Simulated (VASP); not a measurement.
Write the native input for VASP 6.6.1 that does the following.

```yaml
Task: single point
Functional: PBE
Potentials_or_basis: VASP PAW PBE potentials, release 64 (Ti_sv, B, Mo_sv, C)
Cutoff: 520 eV
k_mesh: 6 × 6 × 4
Occupations: gaussian, width 0.1 eV
Spin: no spin polarisation
Dipole_correction: no
Further_INCAR_settings: ALGO = Normal; EDIFF = 1e-07; NBANDS = 26
```

The structure of TiBMoC2 lies in POSCAR:

```
TiBMoC2
1.0
    3.6524850700      0.0000000000      0.0000000000
   -1.8262425400      3.1631448600      0.0000000000
    0.0000000000      0.0000000000      5.4776991000
Ti B Mo C
1 1 1 2
Direct
    0.0000000000      0.0000000000      0.1678124600
    0.0000000000      0.0000000000      0.8976864900
    0.0000000000      0.0000000000      0.5309774100
    0.3333333300      0.6666666700      0.9292185500
    0.6666666700      0.3333333300      0.9292185500
```

The cell was generated, and may not be a known phase.

One way to write it, as run:

INCAR

```
SYSTEM = TiBMoC2
PREC = Accurate ; ENCUT = 520
EDIFF = 1E-7 ; ISMEAR = 0
SIGMA = 0.1 ; LREAL = .FALSE.
LASPH = .TRUE. ; NELM = 80
ALGO = Normal ; ISIF = 2
LWAVE = .FALSE. ; LCHARG = .TRUE.
GGA = PE ; LELF = .TRUE.
LVHAR = .TRUE. ; NBANDS = 26
```

KPOINTS

```
regular mesh
0
G
  6 6 4
  0 0 0
```

Potentials or basis: VASP PAW PBE potentials, release 64 (Ti_sv, B, Mo_sv, C).

Command:

```bash
$ cat potpaw_PBE.64/Ti_sv/POTCAR potpaw_PBE.64/B/POTCAR potpaw_PBE.64/Mo_sv/POTCAR potpaw_PBE.64/C/POTCAR > POTCAR
$ mpirun -np 1 vasp_std > vasp.out
```

Results of the run:

```json
{
  "Pressure": "17.6 GPa",
  "Largest force": "16.360 eV/Å",
  "Band gap on the k mesh": "zero (an odd number of electrons rules out a gap without spin polarisation)"
}
```

Caveat: atoms lie so close that the PAW spheres overlap strongly, which falsifies energies and pressures; the stress differs along the axes, from -24 to 100 GPa; an odd number of electrons without spin polarisation forces a metal; a magnetic or distorted state may lie lower.

Run time: 65 s on 1 thread of Intel Xeon 8259CL, with other jobs on the host, peak memory 0.2 GiB.
